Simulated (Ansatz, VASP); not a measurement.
## Two plane-wave programs on Cu

```
Cu
1.0
     2.56724    0.00000    0.00000
    -1.28362    2.22330    0.00000
     0.00000    0.00000    4.19206
Cu
2
Direct
  0.31624 0.63248 0.25000
  0.68376 0.36752 0.75000
```

Change from the starting cell: mode 5 frozen in at -0.076 Å and mode 6 at +0.000 Å (largest displacements).

Alike in both runs: task single point; functional PBE; k mesh 21 × 21 × 10; occupations gaussian, width 0.15 eV; no spin polarisation.

```csv
,VASP,Ansatz
version,VASP 6.6.1,Ansatz 0.2.0
potentials or method,"VASP PAW PBE potentials, release 64 (Cu), cutoff 520 eV","scalar-relativistic, plane waves, PAW"
valence electrons in the cell,22,38
```

Ansatz gave:

| Item | Value |
| --- | --- |
| gap on the k mesh at the Fermi level (eV) | none |
| pressure (GPa) | 0.2 |
| traceless stress, the component that is largest in VASP (GPa) | -2.26 |
| rms of the force components (eV/Å) | 0.087 |

Q: What did VASP give for the same quantities?

A: gap on the k mesh at the Fermi level (eV): none; pressure (GPa): 1.5; traceless stress, the component that is largest in VASP (GPa): -2.27; rms of the force components (eV/Å): 0.087.

Atom by atom the forces differ by 0.000 eV/Å (rms over components). A gap of «none» marks a metal or a gap that the smearing closes. With one functional, cell and mesh, what is left measures potentials, basis and numerics. VASP's potentials hold 22 valence electrons a cell and Ansatz's 38, so a difference there can come from the potentials and not from the codes.
